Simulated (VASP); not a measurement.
## PbF2: single point with r2SCAN

The system is PbF2.

```
Pb F
1.0
     0.00000    2.92361    2.92361
     2.92361    0.00000    2.92361
     2.92361    2.92361    0.00000
Pb F
1 2
Direct
  0.00000 0.00000 0.00000
  0.75000 0.75000 0.75000
  0.25000 0.25000 0.25000
```

| Item | Value |
| --- | --- |
| Program | VASP 6.6.1 |
| Task | single point |
| Functional | r2SCAN |
| Potentials or basis | VASP PAW PBE potentials, release 64 (Pb_d, F) |
| Cutoff | 660 eV |
| k mesh | 8 × 8 × 8 |
| Occupations | fermi-dirac, width 0.05 eV |
| Spin | no spin polarisation |

| Property | Result |
| --- | --- |
| Pressure | 3.0 GPa |
| Band gap on the k mesh | 4.92 eV (least direct gap 5.07 eV) |

Levels at points of the mesh, in eV from the valence-band top:
```tsv
k point	band 11	band 12	band 13	band 14	band 15	band 16	band 17	band 18
(0.00, 0.00, 0.00)	-2.95	-2.43	-2.43	-2.43	7.33	7.33	7.33	10.76
(0.50, 0.00, 0.00)	-3.16	-2.60	-2.60	-0.09	5.35	8.36	8.36	13.52
(0.50, 0.50, 0.00)	-1.99	-1.98	-1.98	-0.15	4.92	8.59	8.59	8.96
```

Wall time 2.4 min on 1 thread of Intel(R) Xeon(R) Platinum 8375C CPU @ 2.90GHz (Ice Lake), with other jobs on the host, peak memory 0.23 GiB.

Caveat: the cell stands under pressure; the PAW data sets were made with another functional, which shifts forces and pressure a little; spin-orbit coupling is left out, which moves the levels of the heavy elements. A k mesh can miss the band edges.
